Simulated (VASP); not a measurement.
# Ge2As3 (P4/mmm) in VASP: further runs, part 2 of 2

VASP 6.6.1.

**4. Single point, PBE**

This run uses another cell than the first one, of 20.73 Å³/atom.

File INCAR:

```
SYSTEM = Ge2As3
PREC = Accurate
ENCUT = 520
EDIFF = 1E-6
ISMEAR = 0
SIGMA = 0.1
LREAL = .False.
LASPH = .True.
NELM = 80
ALGO = Normal
ISIF = 2
LWAVE = .False.
LCHARG = .False.
GGA = PE
NBANDS = 30
```

File KPOINTS:

```
Automatic mesh
0
Gamma
  6 6 2
  0 0 0
```

File POSCAR:

```
Ge2As3
1.0
    3.6852394575      0.0000000000      0.0000000000
    0.0000000000      3.6852394575      0.0000000000
    0.0000000000      0.0000000000      7.6323568258
Ge As
2 3
Direct
    0.0000000000      0.5000000000      0.5000000000
    0.5000000000      0.0000000000      0.5000000000
    0.5000000000      0.5000000000      0.0000000000
    0.0000000000      0.0000000000      0.8281746572
    0.0000000000      0.0000000000      0.1718253428
```

Potentials or basis: VASP PAW PBE potentials, release 64 (Ge_d, As).

Run with:

```sh
$ cat potpaw_PBE.64/Ge_d/POTCAR potpaw_PBE.64/As/POTCAR > POTCAR
$ mpirun -np 1 vasp_std > vasp.out
```

OUTCAR:

```text
SYSTEM = Ge2As3
   PREC = Accurate
   ENCUT = 520
   EDIFF = 1E-6
   ISMEAR = 0
   LREAL = .False.
   LASPH = .True.
   NELM = 80
   ISIF = 2
   GGA = PE

 ion  position               nearest neighbor table
   1  0.000  0.500  0.500-   2 2.61   2 2.61   2 2.61   2 2.61
   2  0.500  0.000  0.500-   1 2.61   1 2.61   1 2.61   1 2.61
   3  0.500  0.500  0.000-   4 2.92   5 2.92   4 2.92   5 2.92   4 2.92   5 2.92   4 2.92   5 2.92

   4  0.000  0.000  0.828-   5 2.62   3 2.92   3 2.92   3 2.92   3 2.92
   5  0.000  0.000  0.172-   4 2.62   3 2.92   3 2.92   3 2.92   3 2.92

  LATTYP: Found a simple tetragonal cell.
 ALAT       =     3.6852394575
 C/A-ratio  =     2.0710613011

  Lattice vectors:

 A1 = (   3.6852394575,   0.0000000000,   0.0000000000)
 A2 = (   0.0000000000,   3.6852394575,   0.0000000000)
 A3 = (   0.0000000000,   0.0000000000,   7.6323568258)

Analysis of symmetry for initial positions (statically):
=====================================================================
 Subroutine PRICEL returns:
 Original cell was already a primitive cell.

[... 172 lines left out ...]

 val. band max:        5.5791490422   @ k =   0.5000   0.0000   0.5000
 cond. band min:       5.7015778136   @ k =   0.1667   0.0000   0.0000
 fundamental gap:      0.1224287714
 Fermi energy:         5.6696539839

 k-point     1 :       0.0000    0.0000    0.0000
  band No.  band energies     occupation
      1     -19.3153      2.00000
      2     -19.2396      2.00000
      3     -19.2016      2.00000
      4     -19.1716      2.00000
      5     -19.1716      2.00000
      6     -19.0774      2.00000
[... 649 lines left out ...]
     29      11.4116      0.00000
     30      14.4546      0.00000

------------------------ aborting loop because EDIFF is reached ----------------------------------------

  FORCE on cell =-STRESS in cart. coord.  units (eV):
  Direction    XX          YY          ZZ          XY          YZ          ZX
  --------------------------------------------------------------------------------------
  -------------------------------------------------------------------------------------
  Total        0.0276170      0.0276170     -0.0227336      0.0000000      0.0000000      0.0000000
  in kB        0.4268707      0.4268707     -0.3513901      0.0000000      0.0000000      0.0000000
  external PRESSURE =       0.1674504 kB  Pullay stress =       0.0000000 kB

 VOLUME and BASIS-vectors are now :
 -----------------------------------------------------------------------------
  energy-cutoff  :      520.00
  volume of cell :      103.65
      direct lattice vectors                 reciprocal lattice vectors
     3.685239457  0.000000000  0.000000000     0.271352788  0.000000000  0.000000000
     0.000000000  3.685239457  0.000000000     0.000000000  0.271352788  0.000000000
     0.000000000  0.000000000  7.632356826     0.000000000  0.000000000  0.131021128

 POSITION                                       TOTAL-FORCE (eV/Angst)
 -----------------------------------------------------------------------------------
      0.00000      1.84262      3.81618         0.000000      0.000000      0.000000
      1.84262      0.00000      3.81618         0.000000      0.000000      0.000000
      1.84262      1.84262      0.00000         0.000000      0.000000      0.000000
      0.00000      0.00000      6.32092        -0.000000     -0.000000     -0.003556
      0.00000      0.00000      1.31143         0.000000      0.000000      0.003556
 -----------------------------------------------------------------------------------
    total drift:                                0.000000      0.000000      0.000000

  FREE ENERGIE OF THE ION-ELECTRON SYSTEM (eV)
  ---------------------------------------------------
  free  energy   TOTEN  =       -21.1656686134 eV

  energy  without entropy=      -21.1533837944  energy(sigma->0) =      -21.15952620
```

OSZICAR:

```text
N       E                     dE             d eps       ncg     rms          rms(c)
DAV:   1     0.359878648031E+03    0.35988E+03   -0.20128E+04  1480   0.282E+03
DAV:   2     0.369394762036E+02   -0.32294E+03   -0.31075E+03  1232   0.729E+02
DAV:   3    -0.185505537747E+02   -0.55490E+02   -0.54119E+02  1400   0.158E+02
DAV:   4    -0.212471111385E+02   -0.26966E+01   -0.26839E+01  1386   0.395E+01
DAV:   5    -0.213005152820E+02   -0.53404E-01   -0.53357E-01  1352   0.640E+00    0.395E+00
DAV:   6    -0.211955651120E+02    0.10495E+00   -0.40250E-01  1508   0.290E+00    0.229E+00
DAV:   7    -0.211692869252E+02    0.26278E-01   -0.10399E-01  1442   0.225E+00    0.139E+00
DAV:   8    -0.211659167214E+02    0.33702E-02   -0.37838E-02  1420   0.136E+00    0.150E-01
DAV:   9    -0.211657208817E+02    0.19584E-03   -0.74810E-03  1482   0.815E-01    0.960E-02
DAV:  10    -0.211656410085E+02    0.79873E-04   -0.72018E-04  1386   0.133E-01    0.504E-02
DAV:  11    -0.211656662355E+02   -0.25227E-04   -0.11334E-04  1320   0.682E-02    0.138E-02
DAV:  12    -0.211656697790E+02   -0.35435E-05   -0.18135E-05  1522   0.336E-02    0.588E-03
DAV:  13    -0.211656685989E+02    0.11801E-05   -0.36418E-06  1152   0.112E-02    0.289E-03
DAV:  14    -0.211656686134E+02   -0.14486E-07   -0.71844E-07   756   0.731E-03
   1 F= -.21165669E+02 E0= -.21159526E+02  d E =-.122848E-01
```

Run time: 32 s. Hardware: 1 thread of AMD EPYC 9R45 (Zen 5), shared host; peak memory 0.19 GiB.

What came out:

* Free energy: -21.1657 eV
* Pressure: 0.0 GPa
* Largest force: 0.004 eV/Å
* Band gap on the k mesh: zero (an odd number of electrons rules out a gap without spin polarisation)

Forces on the atoms (eV/Å):
```
Ge   0.000  0.000  0.000
Ge   0.000  0.000  0.000
As   0.000  0.000  0.000
As   0.000  0.000 -0.004
As   0.000  0.000  0.004
```

Caveat: the k points lie up to 0.41 Å⁻¹ apart, too coarse for converged energies and pressures of a metal.

**5. Relaxation of cell and atoms, PBE**

This run uses another cell than the first one, of 25.40 Å³/atom.

File INCAR:

```
ALGO = Normal
EDIFF = 1E-6
EDIFFG = -0.04
ENCUT = 600
GGA = PE
IBRION = 2
ISIF = 3
ISMEAR = 0
LASPH = True
LCHARG = False
LREAL = False
LWAVE = False
NELM = 100
NSW = 90
PREC = Accurate
SIGMA = 0.1
```

File KPOINTS:

```
k-points
0
Gamma
  4 4 2
```

File POSCAR:

```
Ge2As3
1.0
    3.8732454400      0.0000000000      0.0000000000
    0.0000000000      3.8732454400      0.0000000000
    0.0000000000      0.0000000000      8.4663975200
Ge As
2 3
Direct
    0.0000000000      0.5000000000      0.5000000000
    0.5000000000      0.0000000000      0.5000000000
    0.5000000000      0.5000000000      0.0000000000
    0.0000000000      0.0000000000      0.8420230200
    0.0000000000      0.0000000000      0.1579769800
```

Run with:

```sh
$ cat potpaw_PBE.64/Ge_d/POTCAR potpaw_PBE.64/As/POTCAR > POTCAR
$ mpirun -np 1 vasp_std > vasp.out
```

Run time: 2.1 min. Hardware: 1 thread of AMD EPYC 9R45 (Zen 5), shared host; peak memory 0.25 GiB.

The run converged. Its results:

```yaml
Free_energy: -21.1525 eV
Relaxed_volume: 21.04 Å³/atom
Relaxed_cell: a = 3.689 Å, b = 3.689 Å, c = 7.728 Å, α = 90.00°, β = 90.00°, γ = 90.00°
Space_group_after_relaxing_to_0.1_Å: P4/mmm (No. 123)
Energy_gained_by_relaxing: 126.1 meV/atom
Ionic_steps: 7
Pressure_after_relaxing: -0.2 GPa
Largest_force_after_relaxing: 0.021 eV/Å
```

Forces on the atoms (eV/Å):
```
Ge   0.000  0.000  0.000
Ge   0.000  0.000  0.000
As   0.000  0.000  0.000
As   0.000  0.000  0.021
As   0.000  0.000 -0.021
```

Stress tensor (GPa, compression positive):
```
-0.28  0.00  0.00
 0.00 -0.28  0.00
 0.00  0.00 -0.11
```

The path:
```csv
step,energy change (eV),largest force (eV/Å),pressure (GPa),volume (Å³)
1,0.0000,0.6530,-7.94,127.01
2,-0.5449,0.7750,1.70,105.25
3,-0.5621,0.4919,-0.22,108.08
4,-0.5910,0.3833,-0.31,107.04
5,-0.6298,0.0416,0.40,103.94
6,-0.6302,0.0037,0.32,104.26
7,-0.6305,0.0206,-0.23,105.19
```

Final structure:
```yaml
crystal:
  lattice:
    - [3.68948, 0.00000, 0.00000]
    - [0.00000, 3.68948, 0.00000]
    - [0.00000, 0.00000, 7.72791]
  atoms:
    - { symbol: Ge, position: [0.00000, 0.50000, 0.50000] }
    - { symbol: Ge, position: [0.50000, 0.00000, 0.50000] }
    - { symbol: As, position: [0.50000, 0.50000, 0.00000] }
    - { symbol: As, position: [0.00000, 0.00000, 0.83488] }
    - { symbol: As, position: [0.00000, 0.00000, 0.16512] }
```

Levels at points of the mesh, in eV from the Fermi level:
```csv
k point,band 17,band 18,band 19,band 20,band 21,band 22,band 23,band 24,band 25
"(0.00, 0.00, 0.00)",-2.93,-2.70,-2.66,-1.60,-1.60,-0.08,0.61,0.61,3.36
"(0.50, 0.00, 0.00)",-2.86,-0.93,-0.86,-0.77,-0.09,0.18,0.65,1.31,1.38
"(0.50, 0.50, 0.00)",-5.68,-5.68,-5.04,-2.88,-2.88,-1.44,-1.03,1.66,2.30
"(0.00, 0.00, 0.50)",-2.93,-2.70,-2.08,-2.08,-0.50,1.25,1.27,1.27,2.87
"(0.50, 0.00, 0.50)",-3.93,-2.56,-0.70,-0.06,0.13,0.23,1.31,1.35,1.83
"(0.50, 0.50, 0.50)",-6.03,-5.11,-4.89,-3.09,-1.53,-1.53,-1.14,-0.29,-0.29
```

Caveat: the k points lie up to 0.43 Å⁻¹ apart in the final cell; the volume moved by over 15 % at a fixed basis, so the end points are rough; the highest band is partly filled, so the run has too few bands.

**6. The runs side by side**

```csv
task,cell,k mesh,cutoff (eV),gap on the mesh (eV),pressure (GPa),largest force (eV/Å)
single point,"a = 3.682, b = 3.682, c = 7.716 Å, 5 atoms, atomic positions A",4 × 4 × 2,520,none,0.1,0.02
single point,"a = 3.873, b = 3.873, c = 8.466 Å, 5 atoms, atomic positions B",4 × 4 × 2,520,none,-8.0,0.65
single point,"a = 3.685, b = 3.685, c = 7.632 Å, 5 atoms, atomic positions C",6 × 6 × 2,520,none,0.0,-
relaxation of cell and atoms,"relaxed from a = 3.873, b = 3.873, c = 8.466 Å, 5 atoms, atomic positions B",4 × 4 × 2,600,-,-0.2,0.02
```

Alike in all rows: level PBE; potentials or basis VASP PAW PBE potentials, release 64 (Ge_d, As); no spin polarisation; smearing gaussian 0.1 eV.

Caveats: all runs use coarse meshes; the volume moved by over 15 % at a fixed basis, so the end points are rough (at least some runs); the highest band is partly filled, so the run has too few bands (at least some runs).

Total energies depend on the potentials used, so only differences within one code and one set of settings carry meaning.

The gap in the log of VASP goes by the Fermi energy; the results here count the filled bands.